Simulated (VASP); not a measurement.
A run of VASP 6.6.1 is set up as follows.

The input POSCAR:

```
Rh
1.0
    2.4873517302      0.0000000000      0.0000000000
   -1.2436758651      2.1541097865      0.0000000000
    0.0000000000      0.0000000000      4.5225619073
Rh
2
Direct
    0.6666666667      0.3333333333      0.7500000000
    0.3333333333      0.6666666667      0.2500000000
```

Contents of INCAR.step1:

```
ALGO = Normal
EDIFF = 1E-4
ENCUT = 520
GGA = PE
ISMEAR = 0
LASPH = True
LCHARG = False
LREAL = False
LWAVE = True
NBANDS = 22
NELM = 80
PREC = Accurate
SIGMA = 0.15
```

File INCAR.step2:

```
ALGO = Normal
EDIFF = 1E-6
ENCUT = 520
ISIF = 2
ISMEAR = 0
ISTART = 1
LASPH = True
LCHARG = False
LMIXTAU = True
LREAL = False
LWAVE = False
METAGGA = R2SCAN
NBANDS = 22
NELM = 80
PREC = Accurate
SIGMA = 0.15
```

The input KPOINTS:

```
k-points
0
Gamma
  24 24 14
```

Potentials or basis: VASP PAW PBE potentials, release 64 (Rh_pv).

The run is started by

```bash
$ cat potpaw_PBE.64/Rh_pv/POTCAR > POTCAR
$ cp INCAR.step1 INCAR
$ mpirun -np 1 vasp_std > vasp.out
$ cp INCAR.step2 INCAR
$ mpirun -np 1 vasp_std > vasp.out
```

(1) Estimate the pressure.

(2) Estimate the band gap on the k mesh.

Answers

(1) 57.6 GPa.

(2) zero (bands 15 and 16 overlap by 3.40 eV).

Caveat: the cell differs from its parent crystal (strain -0.080 along x and y, +0.040 along z); the stress differs along the axes, from 18 to 77 GPa; the PAW data sets were made with another functional, which shifts forces and pressure a little.
